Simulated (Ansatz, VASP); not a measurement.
Two plane-wave programs on SnO2

The input INCAR:

```
ALGO = Normal
EDIFF = 1E-7
EDIFFG = -0.04
ENCUT = 600
GGA = PE
IBRION = 2
ISIF = 3
ISMEAR = 0
LASPH = T
LCHARG = F
LREAL = F
LWAVE = F
NELM = 60
NSW = 90
PREC = Accurate
SIGMA = 0.1
```

The input KPOINTS:

```
k-points
0
Gamma
  6 6 6
```

File POSCAR:

```
SnO2
1.0
    3.5618080521      0.0000000000      0.0000000000
    0.0000000000      3.5618080521      0.0000000000
    0.0000000000      0.0000000000      2.8540659485
Sn O
1 2
Direct
    0.0000000000      0.0000000000      0.5000000000
    0.5000000000      0.0000000000      0.0000000000
    0.0000000000      0.5000000000      0.0000000000
```

Input for Ansatz:

```yaml
crystal:
  lattice:
    - [3.5618080519, 0.0, 0.0]
    - [0.0, 3.5618080519, 0.0]
    - [0.0, 0.0, 2.8540659614]
  atoms:
    - { symbol: Sn, position: [0.0, 0.0, 0.5] }
    - { symbol: O, position: [0.5, 0.0, 0.0] }
    - { symbol: O, position: [0.0, 0.5, 0.0] }
basis:
  ecutwfc: 420
kpoints:
  mp_grid: { grid: [6, 6, 6] }
hamiltonian:
  xc: pbe
scf:
  occupations: { method: gaussian, width: 0.1 }
  lower_state_search: "off"
output:
  forces: true
  stress: true
  eigenvalues: true
relax:
  adjacent_minimum: "off"
  f_tol: 0.04
  max_steps: 70
  cell: { stress_tol: 0.4 }
```

Alike in both runs: task relaxation of cell and atoms; functional PBE; k mesh 6 × 6 × 6; occupations gaussian, width 0.1 eV; no spin polarisation.

|  | VASP | Ansatz |
| --- | --- | --- |
| version | VASP 6.6.1 | Ansatz 0.2.0 |
| potentials or method | VASP PAW PBE potentials, release 64 (Sn_d, O), cutoff 600 eV | scalar-relativistic, plane waves, PAW |
| valence electrons in the cell | 26 | 26 |

|  | VASP | Ansatz | Ansatz less VASP |
| --- | --- | --- | --- |
| gap on the k mesh at the Fermi level, each at its own relaxed structure (eV) | none | none | - |
| relaxed volume (Å³/atom) | 12.07 | 12.07 | -0.003 |
| relaxed cell length with the largest relative difference (Å) | 2.854 | 2.851 | -0.0030 |

A gap of «none» marks a metal or a gap that the smearing closes.

The k mesh is coarse, so the values compare programs but aren't converged. Noted on VASP's run: the relaxation stopped at its first step, so nothing moved.
